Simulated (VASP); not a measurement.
**Te: single point with LDA**

The system is Te.

```
Te
1.0
     0.00000    2.39557    2.39557
     2.39557    0.00000    2.39557
     2.39557    2.39557    0.00000
Te
1
Direct
  0.00000 0.00000 0.00000
```

This isn't the form of Te at room conditions, which is trigonal, of chains.

```
Program                : VASP 6.6.1
Task                   : single point
Functional             : LDA
Potentials or basis    : VASP PAW LDA potentials, release 64 (Te)
Cutoff                 : 520 eV
k mesh                 : 19 × 19 × 19
Occupations            : fermi-dirac, width 0.1 eV
Spin                   : no spin polarisation
Dipole correction      : no
Further INCAR settings : ALGO = Normal; EDIFF = 1e-07; NBANDS = 9
```

* Pressure: -2.5 GPa
* Band gap on the k mesh: zero (bands 3 and 4 overlap by 5.20 eV)

Levels at points of the mesh, in eV from the Fermi level:
| k point | band 1 | band 2 | band 3 | band 4 | band 5 | band 6 | band 7 |
| --- | --- | --- | --- | --- | --- | --- | --- |
| (0.00, 0.00, 0.00) | -14.10 | 3.16 | 3.16 | 3.16 | 9.53 | 9.53 | 9.53 |

Run time: 66 s on 1 thread of Intel Xeon 8259CL (shared host), peak memory 0.18 GiB.

Caveat: spin-orbit coupling is left out, which moves the levels of the heavy elements.
